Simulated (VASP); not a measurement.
# SiC: single point with LDA

Crystal: SiC.

```
Si C
1.0
     1.52962   -2.64939    0.00000
     1.52962    2.64939    0.00000
     0.00000    0.00000   15.01080
Si C
6 6
Direct
  0.16667 0.83333 0.85770
  0.83333 0.16667 0.35770
  0.50000 0.50000 0.52448
  0.50000 0.50000 0.02448
  0.83333 0.16667 0.69122
  0.16667 0.83333 0.19122
  0.50000 0.50000 0.64984
  0.50000 0.50000 0.14984
  0.16667 0.83333 0.98270
  0.83333 0.16667 0.48270
  0.83333 0.16667 0.81620
  0.16667 0.83333 0.31620
```

- Program: VASP 6.6.1
- Task: single point
- Functional: LDA
- Potentials or basis: VASP PAW LDA potentials, release 64 (Si, C)
- Cutoff: 520 eV
- k mesh: 12 × 12 × 2
- Occupations: gaussian, width 0.02 eV
- Spin: no spin polarisation

```
Pressure               : 0.4 GPa
Band gap on the k mesh : 1.97 eV (least direct gap 3.07 eV)
```

Levels at points of the mesh, in eV from the valence-band top:
```csv
k point,band 22,band 23,band 24,band 25,band 26,band 27
"(0.00, 0.00, 0.00)",-0.04,0.00,0.00,5.31,5.48,5.90
"(0.50, 0.00, 0.00)",-1.80,-1.69,-1.11,1.97,2.16,3.16
"(0.00, 0.00, 0.50)",-0.10,-0.10,-0.10,5.38,5.38,6.13
"(0.50, 0.00, 0.50)",-1.73,-1.32,-1.32,2.01,2.01,3.38
```

Wall time 3.3 min on 1 thread of Intel Xeon 8259CL (shared host), peak memory 0.26 GiB.

A k mesh can miss the band edges. As with any semilocal functional, this LDA gap is likely too small.
